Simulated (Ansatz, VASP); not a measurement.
Two plane-wave programs on Cd

The input INCAR:

```
ALGO = Normal
EDIFF = 1E-6
EDIFFG = -0.01
ENCUT = 600
GGA = PE
IBRION = 2
ISIF = 3
ISMEAR = 0
LASPH = T
LCHARG = F
LREAL = F
LWAVE = F
NELM = 100
NSW = 100
PREC = Accurate
SIGMA = 0.1
```

Contents of KPOINTS:

```
k-points
0
Gamma
  18 18 18
```

Contents of POSCAR:

```
Cd
1.0
    3.0086116292      0.0000000000      0.0000000000
    0.0000000000      3.0086116292      0.0000000000
    0.0000000000      0.0000000000      3.0086116292
Cd
1
Direct
    0.5000000000      0.5000000000      0.5000000000
```

Input for Ansatz:

```yaml
crystal:
  lattice:
    - [3.0086116292, 0.0, 0.0]
    - [0.0, 3.0086116292, 0.0]
    - [0.0, 0.0, 3.0086116292]
  atoms:
    - { symbol: Cd, position: [0.5, 0.5, 0.5] }
basis:
  ecutwfc: 420
kpoints:
  mp_grid: { grid: [18, 18, 18] }
hamiltonian:
  xc: pbe
scf:
  occupations: { method: gaussian, width: 0.1 }
output:
  forces: true
  stress: true
  eigenvalues: true
relax:
  adjacent_minimum: "off"
  f_tol: 0.01
  max_steps: 80
  cell: { stress_tol: 0.05 }
```

Alike in both runs: task relaxation of cell and atoms; functional PBE; k mesh 18 × 18 × 18; occupations gaussian, width 0.1 eV; no spin polarisation.

|  | VASP | Ansatz |
| --- | --- | --- |
| version | VASP 6.6.1 | Ansatz 0.2.0 |
| potentials or method | VASP PAW PBE potentials, release 64 (Cd), cutoff 600 eV | scalar-relativistic, plane waves, PAW |
| valence electrons in the cell | 12 | 20 |

|  | VASP | Ansatz | Ansatz less VASP |
| --- | --- | --- | --- |
| gap on the k mesh at the Fermi level, each at its own relaxed structure (eV) | none | none | - |
| relaxed volume (Å³/atom) | 27.01 | 26.91 | -0.100 |
| relaxed cell length with the largest relative difference (Å) | 3.000 | 2.997 | -0.0037 |

A gap of «none» marks a metal or a gap that the smearing closes. VASP's potentials hold 12 valence electrons a cell and Ansatz's 20, so a difference there can come from the potentials and not from the codes.
